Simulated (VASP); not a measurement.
A run of VASP 6.6.1:

File INCAR:

```
PREC     = Accurate       # precision mode
ENCUT    = 520            # plane-wave cutoff, eV
EDIFF    = 1E-6           # SCF threshold, eV
ISMEAR   = -1             # smearing method
SIGMA    = 0.05           # smearing width, eV
LREAL    = False          # projectors in reciprocal space
LASPH    = True           # aspherical terms in the spheres
NELM     = 60             # most SCF steps
ALGO     = Normal         # electronic algorithm
ISIF     = 2              # what is computed and relaxed
LWAVE    = False          # write WAVECAR
LCHARG   = False          # write CHGCAR
GGA      = CA             # functional
NBANDS   = 22             # bands
```

File KPOINTS:

```
Automatic mesh
0
Gamma
  7 7 4
```

The input POSCAR:

```
Cl
1.0
    3.0807983119     -2.2040687446      0.0000000000
    3.0807983119      2.2040687446      0.0000000000
    0.0000000000      0.0000000000      8.0424019526
Cl
4
Direct
    0.3700000000      0.6300000000      0.4000000000
    0.1300000000      0.8700000000      0.9000000000
    0.6300000000      0.3700000000      0.6000000000
    0.8700000000      0.1300000000      0.1000000000
```

Potentials or basis: VASP PAW LDA potentials, release 64 (Cl).

Run with:

```console
$ cat potpaw_LDA.64/Cl/POTCAR > POTCAR
$ mpirun -np 1 vasp_std > vasp.out
```

Hardware: 1 thread of Intel(R) Xeon(R) 6975P-C (Granite Rapids), on a shared host.

Question: Estimate the wall time of this run.

Answer: Run time: 35 s on 1 thread of Intel(R) Xeon(R) 6975P-C (Granite Rapids) (shared host), peak memory 0.2 GiB. Counts: scf iterations 12, k points 48.
